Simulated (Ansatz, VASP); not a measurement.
## Two plane-wave programs on GeSb4Te4

```
Ge Sb Te
1.0
     4.32998    0.00000    0.00000
    -2.16499    3.74988    0.00000
     0.00000    0.00000   17.64861
Ge Sb Te
1 4 4
Direct
  0.00000 0.00000 0.00000
  0.33333 0.66667 0.54410
  0.66667 0.33333 0.45590
  0.66667 0.33333 0.79077
  0.33333 0.66667 0.20923
  0.33333 0.66667 0.90452
  0.66667 0.33333 0.09548
  0.00000 0.00000 0.69397
  0.00000 0.00000 0.30603
```

Alike in both runs: functional PBE; k mesh 12 × 12 × 2; occupations gaussian, width 0.01 eV; no spin polarisation.

Ansatz relaxed the structure, and its values are those at the end. VASP's run is a single point on that final structure, the one shown.

|  | VASP | Ansatz |
| --- | --- | --- |
| version | VASP 6.6.1 | Ansatz 0.2.0 |
| potentials or method | VASP PAW PBE potentials, release 64 (Ge_d, Sb, Te), cutoff 520 eV | scalar-relativistic, plane waves, PAW |
| valence electrons in the cell | 58 | 138 |

```csv
,VASP,Ansatz,Ansatz less VASP
gap on the k mesh at the Fermi level (eV),0.07,0.08,+0.006
least direct gap on the mesh (eV),0.08,0.11,+0.021
pressure (GPa),0.0,0.0,0.00
rms of the force components (eV/Å),0.016,0.000,-0.0162
```

VASP's potentials hold 58 valence electrons a cell and Ansatz's 138, so a difference there can come from the potentials and not from the codes.

Spin-orbit coupling is off throughout.
